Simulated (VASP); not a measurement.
A run of VASP 6.6.1 is set up as follows.

Contents of INCAR:

```
  PREC = Accurate
  ENCUT = 520
  EDIFF = 1E-6
  ISMEAR = 0
  SIGMA = 0.1
  LREAL = Auto
  LASPH = T
  NELM = 80
  ALGO = Normal
  ISIF = 2
  LWAVE = F
  LCHARG = F
  GGA = PE
  NBANDS = 49
```

KPOINTS

```
regular mesh
0
Gamma
  6 6 1
```

POSCAR

```
Si5As3
1.0
    3.7554011731     -0.0007302835     -0.0096129419
   -1.8781076283      3.2519648126      0.0248099736
   -0.0854525394      0.1956289715     32.0352794778
Si As
10 6
Direct
   -0.0069459151      0.9859803755      0.0375890162
   -0.0040268315     -0.0027666625      0.9646799065
    0.0066039468      0.0233692804      0.3061839257
    0.3393257240      0.6866860777      0.3321015363
    0.3374615753      0.6775297306      0.4054731947
    0.0088017243      0.0334392093      0.2328105149
   -0.0028353194     -0.0177692463      0.6930783453
    0.6642540739      0.3185348906      0.6671234180
    0.6661443736      0.3278314682      0.5937456694
   -0.0050446282      0.9726386761      0.7664504976
    0.6633289443      0.3347896300      0.9312483314
    0.3256640975      0.6484634780      0.0710135961
    0.6760337090      0.3706908366      0.1992012767
    0.6703209172      0.3403152223      0.4391037678
    0.3276437678      0.6350906421      0.8000738394
    0.3332698405      0.6651763914      0.5601231639
```

Potentials or basis: VASP PAW PBE potentials, release 64 (Si, As).

Run with:

```console
$ cat potpaw_PBE.64/Si/POTCAR potpaw_PBE.64/As/POTCAR > POTCAR
$ mpirun -np 1 vasp_std > vasp.out
```

Problem. What does it give for the pressure?

Solution. 0.1 GPa.

Problem. Predict the band gap on the k mesh.

Solution. 1.11 eV (least direct gap 1.51 eV).

Problem. Estimate the largest force.

Solution. 0.045 eV/Å.

Forces on the atoms (eV/Å):
```
Si  -0.001  0.001 -0.030
Si  -0.003 -0.002  0.028
Si   0.003 -0.009  0.005
Si   0.001  0.012 -0.004
Si   0.004  0.007 -0.036
Si   0.000 -0.008  0.040
Si  -0.001 -0.009 -0.014
Si  -0.001  0.006  0.012
Si  -0.007 -0.002  0.041
Si   0.002 -0.004 -0.035
As  -0.001 -0.010 -0.042
As   0.005  0.009  0.040
As  -0.001 -0.004 -0.045
As  -0.001  0.004  0.033
As   0.000  0.010  0.037
As   0.002  0.002 -0.030
```

A k mesh can miss the band edges.
